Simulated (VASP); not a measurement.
# GeW4 (P6/mmm) in VASP: single point with PBE

Aim: the single point of GeW4 with PBE.

Everything below comes from runs of VASP 6.6.1. Logs are shortened: lines on timing, memory, paths and dates and some standing lists are left out, and cuts for length are marked.

## Step 1: The cell of the first run

The structure is hexagonal, space group P6/mmm (No. 191). The conventional cell has a = 5.334 Å, b = 5.334 Å, c = 4.965 Å, α = 90.00°, β = 90.00°, γ = 120.00°. Within 3.3 Å of Ge (site symmetry 6/mmm) lie 2 W at 2.48 Å. Within 3.5 Å of W (site symmetry mmm) lie 6 W at 2.67 Å. W (site symmetry 6/mmm) has 2 Ge at 2.48 Å and 6 W at 2.67 Å within 3.3 Å.

The cell was generated, and may not be a known phase.

## Step 2: Single point, PBE

INCAR reads:

```
ALGO = Fast
EDIFF = 1E-6
ENCUT = 520
GGA = PE
ISIF = 2
ISMEAR = 0
LASPH = True
LCHARG = False
LREAL = False
LWAVE = False
NBANDS = 43
NELM = 100
PREC = Accurate
SIGMA = 0.1
```

KPOINTS reads:

```
k-points
0
Gamma
  12 12 8
```

POSCAR reads:

```
GeW4
1.0
    5.3340704538      0.0000000000      0.0000000000
   -2.6670352269      4.6194405186      0.0000000000
    0.0000000000      0.0000000000      4.9654248220
Ge W
1 4
Direct
    0.0000000000      0.0000000000      0.0000000000
    0.5000000000      0.0000000000      0.5000000000
    0.0000000000      0.5000000000      0.5000000000
    0.5000000000      0.5000000000      0.5000000000
    0.0000000000      0.0000000000      0.5000000000
```

Potentials or basis: VASP PAW PBE potentials, release 64 (Ge_d, W_sv).

Run with:

```bash
$ cat potpaw_PBE.64/Ge_d/POTCAR potpaw_PBE.64/W_sv/POTCAR > POTCAR
$ mpirun -np 1 vasp_std > vasp.out
```

OUTCAR:

```text
EDIFF = 1E-6
   ENCUT = 520
   GGA = PE
   ISIF = 2
   ISMEAR = 0
   LASPH = True
   LREAL = False
   NELM = 100
   PREC = Accurate

 ion  position               nearest neighbor table
   1  0.000  0.000  0.000-   5 2.48   5 2.48
   2  0.500  0.000  0.500-   5 2.67   5 2.67   3 2.67   4 2.67   4 2.67   3 2.67
   3  0.000  0.500  0.500-   4 2.67   4 2.67   5 2.67   5 2.67   2 2.67   2 2.67
   4  0.500  0.500  0.500-   3 2.67   3 2.67   5 2.67   2 2.67   2 2.67   5 2.67
   5  0.000  0.000  0.500-   1 2.48   1 2.48   2 2.67   2 2.67   3 2.67   3 2.67   4 2.67   4 2.67

  LATTYP: Found a hexagonal cell.
 ALAT       =     5.3340704538
 C/A-ratio  =     0.9308884959

  Lattice vectors:

 A1 = (   5.3340704538,   0.0000000000,   0.0000000000)
 A2 = (  -2.6670352269,   4.6194405186,   0.0000000000)
 A3 = (   0.0000000000,   0.0000000000,   4.9654248220)

Analysis of symmetry for initial positions (statically):
=====================================================================
 Subroutine PRICEL returns:
 Original cell was already a primitive cell.

 Routine SETGRP: Setting up the symmetry group for a
 hexagonal supercell.

 Subroutine GETGRP returns: Found 24 space group operations
 (whereof 24 operations were pure point group operations)
 out of a pool of 24 trial point group operations.

The static configuration has the point symmetry D_6h.

Analysis of symmetry for dynamics (positions and initial velocities):
=====================================================================
 Subroutine PRICEL returns:
 Original cell was already a primitive cell.

 Routine SETGRP: Setting up the symmetry group for a
 hexagonal supercell.

 Subroutine GETGRP returns: Found 24 space group operations
 (whereof 24 operations were pure point group operations)
 out of a pool of 24 trial point group operations.

The dynamic configuration has the point symmetry D_6h.

 Subroutine INISYM returns: Found 24 space group operations
 (whereof 24 operations are pure point group operations),
 and found     1 'primitive' translations

----------------------------------------------------------------------------------------

                                     Primitive cell

  volume of cell :     122.3502

  direct lattice vectors                    reciprocal lattice vectors
     5.334070454  0.000000000  0.000000000     0.187474089  0.108238216  0.000000000
    -2.667035227  4.619440519  0.000000000     0.000000000  0.216476432  0.000000000
     0.000000000  0.000000000  4.965424822     0.000000000  0.000000000  0.201392637

  length of vectors
     5.334070454  5.334070454  4.965424822     0.216476432  0.216476432  0.201392637

  position of ions in fractional coordinates (direct lattice)
     0.000000000  0.000000000  0.000000000
     0.500000000  0.000000000  0.500000000
     1.000000000  0.500000000  0.500000000
     0.500000000  0.500000000  0.500000000
     0.000000000  0.000000000  0.500000000

  ion indices of the primitive-cell ions
   primitive index   ion index
                 1           1
                 2           2
                 3           3
                 4           4
                 5           5

----------------------------------------------------------------------------------------

 KPOINTS: k-points

Automatic generation of k-mesh.
 Grid dimensions read from file:
 generate k-points for:   12   12    8

 Generating k-lattice:

  Cartesian coordinates                     Fractional coordinates (reciprocal lattice)
     0.015622841  0.009019851  0.000000000     0.083333333  0.000000000  0.000000000
     0.000000000  0.018039703  0.000000000     0.000000000  0.083333333  0.000000000
     0.000000000  0.000000000  0.025174080     0.000000000  0.000000000  0.125000000

  Length of vectors
     0.018039703  0.018039703  0.025174080

  Shift w.r.t. Gamma in fractional coordinates (k-lattice)
     0.000000000  0.000000000  0.000000000

 Subroutine IBZKPT returns following result:
 ===========================================

 Found     95 irreducible k-points:

 Following reciprocal coordinates:
            Coordinates               Weight
  0.000000  0.000000  0.000000      1.000000
  0.083333  0.000000  0.000000      6.000000
  0.166667  0.000000  0.000000      6.000000
  0.250000  0.000000  0.000000      6.000000
  0.333333  0.000000  0.000000      6.000000
  0.416667  0.000000  0.000000      6.000000
[... 16 lines left out ...]
  0.250000  0.000000  0.125000     12.000000
  0.333333  0.000000  0.125000     12.000000
 [... further k-points ...]
   k-points           NKPTS =     95   k-points in BZ     NKDIM =     95   number of bands    NBANDS=     43
   number of dos      NEDOS =    301   number of ions     NIONS =      5
   total plane-waves  NPLWV =  64000
   dimension x,y,z NGX =    40 NGY =   40 NGZ =   40
   dimension x,y,z NGXF=    80 NGYF=   80 NGZF=   80
   ions per type =               1   4
   NGX,Y,Z   is equivalent  to a cutoff of  12.47, 12.47, 13.39 a.u.
   NGXF,Y,Z  is equivalent  to a cutoff of  24.93, 24.93, 26.78 a.u.
 SYSTEM =  unknown system
   PREC   = accura    normal or accurate (medium, high low for compatibility)
   ISTART =      0    job   : 0-new  1-cont  2-samecut
   ICHARG =      2    charge: 1-file 2-atom 10-const
   ISPIN  =      1    spin polarized calculation?
   LNONCOLLINEAR =      F non collinear calculations
   LSORBIT =      F    spin-orbit coupling
   LASPH  =      T    aspherical Exc in radial PAW
   ENCUT  =  520.0 eV  38.22 Ry    6.18 a.u.   9.92  9.92  9.23*2*pi/ulx,y,z
   NELM   =    100;   NELMIN=  2; NELMDL= -5     # of ELM steps
   EDIFF  = 0.1E-05   stopping-criterion for ELM
   LREAL  =      F    real-space projection
   EDIFFG = 0.1E-04   stopping-criterion for IOM
   NSW    =      0    number of steps for IOM
   IBRION =     -1    ionic relax: 0-MD 1-quasi-New 2-CG
   NFREE  =      0    steps in history (QN), initial steepest desc. (CG)
   ISIF   =      2    stress and relaxation
   ISYM   =      2    0-nonsym 1-usesym 2-fastsym
   POTIM  = 0.5000    time-step for ionic-motion
   TEBEG  =    0.0;   TEEND  =   0.0 temperature during run
   PSTRESS=    0.0 pullay stress
   NELECT =      70.0000    total number of electrons
   NUPDOWN=      -1.0000    fix difference up-down
   EMIN   =  10.00;   EMAX   =-10.00  energy-range for DOS
   EFERMI =   0.00;   METHOD = LEGACY
   ISMEAR =     0;   SIGMA  =   0.10  broadening in eV -4-tet -1-fermi 0-gaus
   EFERMI_NEDOS =   21; number of points for ismear=-14 and -15
   IALGO  =     68    algorithm
   IMIX   =      4    mixing-type and parameters
     AMIX     =   0.40;   BMIX     =  1.00
     AMIX_MAG =   1.60;   BMIX_MAG =  1.00
  volume/ion in A,a.u.               =      24.47       165.13
  Fermi-wavevector in a.u.,A,eV,Ry     =   1.359062  2.568255 25.130642  1.847050
  Thomas-Fermi vector in A             =   2.485842
   LORBIT       =      0    0 simple, 1 ext, 2 COOP (PROOUT), +10 PAW based schemes
   GGA     = PE    functional components
   LHFCALC =     F    Hartree Fock is set to
   AEXX    =    0.0000 exact exchange contribution
   IVDW    =     0    specifies the selected vdW correction
   LEPSILON=     F    determine dielectric tensor
   LRPA    =     F    only Hartree local field effects (RPA)
 non-spin polarized calculation
 RMM-DIIS sequential band-by-band and
 Gauss-broadening in eV      SIGMA  =   0.10
  energy-cutoff  :      520.00
  volume of cell :      122.35
 maximum number of plane-waves:      3320
 NGX is ok and might be reduce to    40
   NGX = 19   NGY = 19   NGZ = 19

 number of electron      70.0000018 magnetization

 Free energy of the ion-electron system (eV)
  ---------------------------------------------------
  ext. energy  EPLUGINS =         0.00000000
  ---------------------------------------------------
  free energy    TOTEN  =       -47.39188419 eV

  energy without entropy =      -47.36478150  energy(sigma->0) =      -47.37833284

 E-fermi :   5.4226     XC(G=0): -10.5154

 val. band max:        5.4219326047   @ k =   0.2500   0.2500   0.5000
 cond. band min:       5.4294054379   @ k =   0.4167   0.0000   0.0000
 fundamental gap:      0.0074728332
 Fermi energy:         5.4226369432

 k-point     1 :       0.0000    0.0000    0.0000
  band No.  band energies     occupation
      1     -68.6222      2.00000
      2     -68.4918      2.00000
      3     -68.4918      2.00000
      4     -68.0516      2.00000
      5     -33.4832      2.00000
      6     -33.4087      2.00000
[... 35 lines left out ...]
     42       8.5655      0.00000
     43       9.1232      0.00000

 k-point     2 :       0.0833    0.0000    0.0000
  band No.  band energies     occupation
      1     -68.6200      2.00000
      2     -68.4937      2.00000
      3     -68.4918      2.00000
      4     -68.0520      2.00000
      5     -33.4658      2.00000
      6     -33.3936      2.00000
[... 35 lines left out ...]
     42       8.5654      0.00000
     43       8.8423      0.00000

 k-point     3 :       0.1667    0.0000    0.0000
  band No.  band energies     occupation
      1     -68.6137      2.00000
      2     -68.4991      2.00000
      3     -68.4918      2.00000
      4     -68.0530      2.00000
      5     -33.4192      2.00000
      6     -33.3496      2.00000
[... 35 lines left out ...]
     42       8.4062      0.00000
     43       8.5743      0.00000

 k-point     4 :       0.2500    0.0000    0.0000
  band No.  band energies     occupation
      1     -68.6039      2.00000
      2     -68.5078      2.00000
      3     -68.4918      2.00000
      4     -68.0544      2.00000
      5     -33.3556      2.00000
      6     -33.2815      2.00000
[... 863 lines left out ...]
     42       7.8100      0.00000
     43       9.5329      0.00000

 k-point    23 :       0.2500    0.0000    0.1250
  band No.  band energies     occupation
      1     -68.6039      2.00000
      2     -68.5078      2.00000
      3     -68.4918      2.00000
      4     -68.0544      2.00000
      5     -33.3555      2.00000
      6     -33.2815      2.00000
[... 35 lines left out ...]
     42       7.8549      0.00000
     43       8.7293      0.00000

 k-point    24 :       0.3333    0.0000    0.1250
  band No.  band energies     occupation
      1     -68.5917      2.00000
      2     -68.5188      2.00000
      3     -68.4918      2.00000
      4     -68.0558      2.00000
      5     -33.2873      2.00000
      6     -33.1987      2.00000
[... 35 lines left out ...]
     42       8.2179      0.00000
     43       8.3973      0.00000

 [... further k-points ...]

------------------------ aborting loop because EDIFF is reached ----------------------------------------

  FORCE on cell =-STRESS in cart. coord.  units (eV):
  Direction    XX          YY          ZZ          XY          YZ          ZX
  --------------------------------------------------------------------------------------
  -------------------------------------------------------------------------------------
  Total        0.3378804      0.3378804      0.0149713      0.0000000     -0.0000000      0.0000000
  in kB        4.4245494      4.4245494      0.1960495      0.0000000     -0.0000000      0.0000000
  external PRESSURE =       3.0150495 kB  Pullay stress =       0.0000000 kB

 VOLUME and BASIS-vectors are now :
 -----------------------------------------------------------------------------
  energy-cutoff  :      520.00
  volume of cell :      122.35
      direct lattice vectors                 reciprocal lattice vectors
     5.334070454  0.000000000  0.000000000     0.187474089  0.108238216  0.000000000
    -2.667035227  4.619440519  0.000000000     0.000000000  0.216476432  0.000000000
     0.000000000  0.000000000  4.965424822     0.000000000  0.000000000  0.201392637

 POSITION                                       TOTAL-FORCE (eV/Angst)
 -----------------------------------------------------------------------------------
      0.00000      0.00000      0.00000         0.000000      0.000000      0.000000
      2.66704      0.00000      2.48271         0.000000      0.000000      0.000000
     -1.33352      2.30972      2.48271         0.000000      0.000000      0.000000
      1.33352      2.30972      2.48271        -0.000000      0.000000      0.000000
      0.00000      0.00000      2.48271         0.000000      0.000000      0.000000
 -----------------------------------------------------------------------------------
    total drift:                               -0.000000      0.000000     -0.000000

  FREE ENERGIE OF THE ION-ELECTRON SYSTEM (eV)
  ---------------------------------------------------
  free  energy   TOTEN  =       -47.3918841913 eV

  energy  without entropy=      -47.3647814970  energy(sigma->0) =      -47.37833284
```

Wall time 14 min (1 thread of Oxide Virtual Turin-like, shared host); peak memory 0.49 GiB.

What came out:

```
Free energy            : -47.3919 eV
Pressure               : 0.3 GPa
Band gap on the k mesh : zero (bands 35 and 36 overlap by 2.14 eV)
```

Caveat: spin-orbit coupling is left out, which moves the levels of the heavy elements.
